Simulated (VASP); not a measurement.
# ZrH (P4_2/mmc) in VASP: single point with PBEsol

Aim: the single point of ZrH with PBEsol.

Everything below comes from runs of VASP 6.6.1. Logs are shortened: lines on timing, memory, paths and dates and some standing lists are left out, and cuts for length are marked.

**1. The cell of the first run**

The structure is tetragonal, space group P4_2/mmc (No. 131). Conventional cell: a = 3.243 Å, b = 3.243 Å, c = 4.948 Å, α = 90.00°, β = 90.00°, γ = 90.00°. Within 2.7 Å of Zr (site symmetry mmm) lie 4 H at 2.04 Å. Within 2.7 Å of H (site symmetry -4m2) lie 4 Zr at 2.04 Å and 2 H at 2.47 Å.

**2. Single point, PBEsol**

Input file INCAR:

```
SYSTEM = ZrH
PREC     = Accurate       ! precision mode
ENCUT    = 520            ! plane-wave cutoff, eV
EDIFF    = 1E-7           ! SCF threshold, eV
ISMEAR   = -1             ! smearing method
SIGMA    = 0.15           ! smearing width, eV
LREAL    = .FALSE.        ! projectors in reciprocal space
LASPH    = .TRUE.         ! aspherical terms in the spheres
NELM     = 60             ! most SCF steps
ALGO     = Normal         ! electronic algorithm
ISIF     = 2              ! what is computed and relaxed
LWAVE    = .FALSE.        ! write WAVECAR
LCHARG   = .TRUE.         ! write CHGCAR
GGA      = PS             ! functional
LELF     = .TRUE.         ! ELF
LVHAR    = .TRUE.       
NBANDS   = 21             ! bands
```

Input file KPOINTS:

```
Automatic mesh
0
G
  7 7 5
  0 0 0
```

Input file POSCAR:

```
ZrH
1.0
    3.2427917000      0.0000000000      0.0000000000
    0.0000000000      3.2427917000      0.0000000000
    0.0000000000      0.0000000000      4.9480000000
Zr H
2 2
Direct
    0.0000000000      0.5000000000      0.0000000000
    0.5000000000      0.0000000000      0.5000000000
    0.0000000000      0.0000000000      0.7500000000
    0.0000000000      0.0000000000      0.2500000000
```

Potentials or basis: VASP PAW PBE potentials, release 64 (Zr_sv, H).

On the command line:

```console
$ cat potpaw_PBE.64/Zr_sv/POTCAR potpaw_PBE.64/H/POTCAR > POTCAR
$ mpirun -np 1 vasp_std > vasp.out
```

OUTCAR:

```text
SYSTEM = ZrH
   PREC = Accurate
   ENCUT = 520
   EDIFF = 1E-7
   ISMEAR = -1
   LREAL = .FALSE.
   LASPH = .TRUE.
   NELM = 60
   ISIF = 2
   GGA = PS

 ion  position               nearest neighbor table
   1  0.000  0.500  0.000-   3 2.04   4 2.04   3 2.04   4 2.04   2 3.37   2 3.37   2 3.37   2 3.37
                             2 3.37   2 3.37   2 3.37   2 3.37
   2  0.500  0.000  0.500-   3 2.04   4 2.04   3 2.04   4 2.04   1 3.37   1 3.37   1 3.37   1 3.37
                             1 3.37   1 3.37   1 3.37   1 3.37
   3  0.000  0.000  0.750-   1 2.04   2 2.04   1 2.04   2 2.04
   4  0.000  0.000  0.250-   1 2.04   2 2.04   1 2.04   2 2.04

  LATTYP: Found a simple tetragonal cell.
 ALAT       =     3.2427917000
 C/A-ratio  =     1.5258457705

  Lattice vectors:

 A1 = (   3.2427917000,   0.0000000000,   0.0000000000)
 A2 = (   0.0000000000,   3.2427917000,   0.0000000000)
 A3 = (   0.0000000000,   0.0000000000,   4.9480000000)

Analysis of symmetry for initial positions (statically):
=====================================================================
 Subroutine PRICEL returns:
 Original cell was already a primitive cell.

 Routine SETGRP: Setting up the symmetry group for a
 simple tetragonal supercell.

 Subroutine GETGRP returns: Found 16 space group operations
 (whereof  8 operations were pure point group operations)
 out of a pool of 16 trial point group operations.

The static configuration has the point symmetry D_2h.
 The point group associated with its full space group is D_4h.

Analysis of symmetry for dynamics (positions and initial velocities):
=====================================================================
 Subroutine PRICEL returns:
 Original cell was already a primitive cell.

 Routine SETGRP: Setting up the symmetry group for a
 simple tetragonal supercell.

 Subroutine GETGRP returns: Found 16 space group operations
 (whereof  8 operations were pure point group operations)
 out of a pool of 16 trial point group operations.

The dynamic configuration has the point symmetry D_2h.
 The point group associated with its full space group is D_4h.

 Subroutine INISYM returns: Found 16 space group operations
 (whereof  8 operations are pure point group operations),
 and found     1 'primitive' translations

----------------------------------------------------------------------------------------

                                     Primitive cell

  volume of cell :      52.0317

  direct lattice vectors                    reciprocal lattice vectors
     3.242791700  0.000000000  0.000000000     0.308376267  0.000000000  0.000000000
     0.000000000  3.242791700  0.000000000     0.000000000  0.308376267  0.000000000
     0.000000000  0.000000000  4.948000000     0.000000000  0.000000000  0.202101859

  length of vectors
     3.242791700  3.242791700  4.948000000     0.308376267  0.308376267  0.202101859

  position of ions in fractional coordinates (direct lattice)
     0.000000000  0.500000000  0.000000000
     0.500000000  0.000000000  0.500000000
     0.000000000  0.000000000  0.750000000
     0.000000000  0.000000000  0.250000000

  ion indices of the primitive-cell ions
   primitive index   ion index
                 1           1
                 2           2
                 3           3
                 4           4

----------------------------------------------------------------------------------------

 KPOINTS: Automatic mesh

Automatic generation of k-mesh.
 Grid dimensions read from file:
 generate k-points for:    7    7    5

 Generating k-lattice:

  Cartesian coordinates                     Fractional coordinates (reciprocal lattice)
     0.044053752  0.000000000  0.000000000     0.142857143  0.000000000  0.000000000
     0.000000000  0.044053752  0.000000000     0.000000000  0.142857143  0.000000000
     0.000000000  0.000000000  0.040420372     0.000000000  0.000000000  0.200000000

  Length of vectors
     0.044053752  0.044053752  0.040420372

  Shift w.r.t. Gamma in fractional coordinates (k-lattice)
     0.000000000  0.000000000  0.000000000

 Subroutine IBZKPT returns following result:
 ===========================================

 Found     30 irreducible k-points:

 Following reciprocal coordinates:
            Coordinates               Weight
  0.000000  0.000000  0.000000      1.000000
  0.142857  0.000000  0.000000      4.000000
  0.285714  0.000000  0.000000      4.000000
  0.428571  0.000000  0.000000      4.000000
  0.142857  0.142857  0.000000      4.000000
  0.285714  0.142857  0.000000      8.000000
[... 16 lines left out ...]
  0.285714  0.000000  0.400000      8.000000
  0.428571  0.000000  0.400000      8.000000
 [... further k-points ...]
   k-points           NKPTS =     30   k-points in BZ     NKDIM =     30   number of bands    NBANDS=     21
   number of dos      NEDOS =    301   number of ions     NIONS =      4
   total plane-waves  NPLWV =  23040
   dimension x,y,z NGX =    24 NGY =   24 NGZ =   40
   dimension x,y,z NGXF=    48 NGYF=   48 NGZF=   80
   ions per type =               2   2
   NGX,Y,Z   is equivalent  to a cutoff of  12.30, 12.30, 13.44 a.u.
   NGXF,Y,Z  is equivalent  to a cutoff of  24.61, 24.61, 26.88 a.u.
 SYSTEM =  ZrH
   PREC   = accura    normal or accurate (medium, high low for compatibility)
   ISTART =      0    job   : 0-new  1-cont  2-samecut
   ICHARG =      2    charge: 1-file 2-atom 10-const
   ISPIN  =      1    spin polarized calculation?
   LNONCOLLINEAR =      F non collinear calculations
   LSORBIT =      F    spin-orbit coupling
   LASPH  =      T    aspherical Exc in radial PAW
   ENCUT  =  520.0 eV  38.22 Ry    6.18 a.u.   6.03  6.03  9.20*2*pi/ulx,y,z
   NELM   =     60;   NELMIN=  2; NELMDL= -5     # of ELM steps
   EDIFF  = 0.1E-06   stopping-criterion for ELM
   LREAL  =      F    real-space projection
   EDIFFG = 0.1E-05   stopping-criterion for IOM
   NSW    =      0    number of steps for IOM
   IBRION =     -1    ionic relax: 0-MD 1-quasi-New 2-CG
   NFREE  =      0    steps in history (QN), initial steepest desc. (CG)
   ISIF   =      2    stress and relaxation
   ISYM   =      2    0-nonsym 1-usesym 2-fastsym
   POTIM  = 0.5000    time-step for ionic-motion
   TEBEG  =    0.0;   TEEND  =   0.0 temperature during run
   PSTRESS=    0.0 pullay stress
   NELECT =      26.0000    total number of electrons
   NUPDOWN=      -1.0000    fix difference up-down
   EMIN   =  10.00;   EMAX   =-10.00  energy-range for DOS
   EFERMI =   0.00;   METHOD = LEGACY
   ISMEAR =    -1;   SIGMA  =   0.15  broadening in eV -4-tet -1-fermi 0-gaus
   EFERMI_NEDOS =   21; number of points for ismear=-14 and -15
   IALGO  =     38    algorithm
   IMIX   =      4    mixing-type and parameters
     AMIX     =   0.40;   BMIX     =  1.00
     AMIX_MAG =   1.60;   BMIX_MAG =  1.00
  volume/ion in A,a.u.               =      13.01        87.78
  Fermi-wavevector in a.u.,A,eV,Ry     =   1.299102  2.454947 22.962100  1.687667
  Thomas-Fermi vector in A             =   2.430388
   LORBIT       =      0    0 simple, 1 ext, 2 COOP (PROOUT), +10 PAW based schemes
   GGA     = PS    functional components
   LHFCALC =     F    Hartree Fock is set to
   AEXX    =    0.0000 exact exchange contribution
   IVDW    =     0    specifies the selected vdW correction
   LEPSILON=     F    determine dielectric tensor
   LRPA    =     F    only Hartree local field effects (RPA)
 non-spin polarized calculation
  energy-cutoff  :      520.00
  volume of cell :       52.03
 maximum number of plane-waves:      1417
   NGX = 13   NGY = 13   NGZ = 19

 number of electron      25.9999998 magnetization

 Free energy of the ion-electron system (eV)
  ---------------------------------------------------
  ext. energy  EPLUGINS =         0.00000000
  ---------------------------------------------------
  free energy    TOTEN  =       -26.72679361 eV

  energy without entropy =      -26.55869768  energy(sigma->0) =      -26.64274564

 E-fermi :   8.1269     XC(G=0): -11.1609

 val. band max:        8.0588019643   @ k =   0.1429   0.1429   0.2000
 cond. band min:       8.1277590091   @ k =   0.1429   0.0000   0.2000
 fundamental gap:      0.0689570448
 Fermi energy:         8.1269467600

 k-point     1 :       0.0000    0.0000    0.0000
  band No.  band energies     occupation
      1     -40.6941      2.00000
      2     -40.5859      2.00000
      3     -19.1022      2.00000
      4     -18.5954      2.00000
      5     -18.5954      2.00000
      6     -18.3987      2.00000
[... 13 lines left out ...]
     20      12.8571      0.00000
     21      14.3312      0.00000

 k-point     2 :       0.1429    0.0000    0.0000
  band No.  band energies     occupation
      1     -40.6807      2.00000
      2     -40.5831      2.00000
      3     -19.0567      2.00000
      4     -18.6916      2.00000
      5     -18.5798      2.00000
      6     -18.4574      2.00000
[... 13 lines left out ...]
     20      12.9632      0.00000
     21      15.1403      0.00000

 k-point     3 :       0.2857    0.0000    0.0000
  band No.  band energies     occupation
      1     -40.6477      2.00000
      2     -40.5798      2.00000
      3     -18.9345      2.00000
      4     -18.9053      2.00000
      5     -18.6761      2.00000
      6     -18.5421      2.00000
[... 13 lines left out ...]
     20      13.9416      0.00000
     21      14.0947      0.00000
[... 457 lines left out ...]
 k-point    23 :       0.2857    0.0000    0.4000
  band No.  band energies     occupation
      1     -40.6244      2.00000
      2     -40.6031      2.00000
      3     -19.0532      2.00000
      4     -18.8793      2.00000
      5     -18.5919      2.00000
      6     -18.5201      2.00000
[... 13 lines left out ...]
     20      12.4263      0.00000
     21      14.7396      0.00000

 k-point    24 :       0.4286    0.0000    0.4000
  band No.  band energies     occupation
      1     -40.6037      2.00000
      2     -40.5942      2.00000
      3     -19.2168      2.00000
      4     -19.0015      2.00000
      5     -18.5637      2.00000
      6     -18.5039      2.00000
[... 13 lines left out ...]
     20      12.6742      0.00000
     21      13.9301      0.00000

 [... further k-points ...]
[... 5 lines left out ...]
  --------------------------------------------------------------------------------------
  -------------------------------------------------------------------------------------
  Total       -0.8451895     -0.8451895     -0.5490816     -0.0000000      0.0000000      0.0000000
  in kB      -26.0253687    -26.0253687    -16.9075123     -0.0000000      0.0000000      0.0000000
  external PRESSURE =     -22.9860832 kB  Pullay stress =       0.0000000 kB

 VOLUME and BASIS-vectors are now :
 -----------------------------------------------------------------------------
  energy-cutoff  :      520.00
  volume of cell :       52.03
      direct lattice vectors                 reciprocal lattice vectors
     3.242791700  0.000000000  0.000000000     0.308376267  0.000000000  0.000000000
     0.000000000  3.242791700  0.000000000     0.000000000  0.308376267  0.000000000
     0.000000000  0.000000000  4.948000000     0.000000000  0.000000000  0.202101859

 POSITION                                       TOTAL-FORCE (eV/Angst)
 -----------------------------------------------------------------------------------
      0.00000      1.62140      0.00000         0.000000      0.000000      0.000000
      1.62140      0.00000      2.47400         0.000000      0.000000      0.000000
      0.00000      0.00000      3.71100        -0.000000     -0.000000      0.000000
      0.00000      0.00000      1.23700         0.000000     -0.000000      0.000000
 -----------------------------------------------------------------------------------
    total drift:                                0.000000      0.000000     -0.000000

  FREE ENERGIE OF THE ION-ELECTRON SYSTEM (eV)
  ---------------------------------------------------
  free  energy   TOTEN  =       -26.7267936065 eV

  energy  without entropy=      -26.5586976785  energy(sigma->0) =      -26.64274564
```

Wall time 15 s (1 thread of AMD EPYC 9R45 (Zen 5), shared host); peak memory 0.14 GiB.

What came out:

```yaml
Free_energy: -26.7268 eV
Pressure: -2.3 GPa
Band_gap_on_the_k_mesh: zero (band 13 reaches 8.40 eV, above the bottom of band 14 at 7.87 eV)
```

Stress tensor (GPa, compression positive):
```
-2.60  0.00  0.00
 0.00 -2.60  0.00
 0.00  0.00 -1.69
```

Levels at points of the mesh, in eV from the Fermi level:
| k point | band 11 | band 12 | band 13 | band 14 | band 15 | band 16 |
| --- | --- | --- | --- | --- | --- | --- |
| (0.00, 0.00, 0.00) | -3.03 | -2.89 | 0.05 | 0.65 | 0.65 | 2.28 |

Caveat: the PAW data sets were made with another functional, which shifts forces and pressure a little.
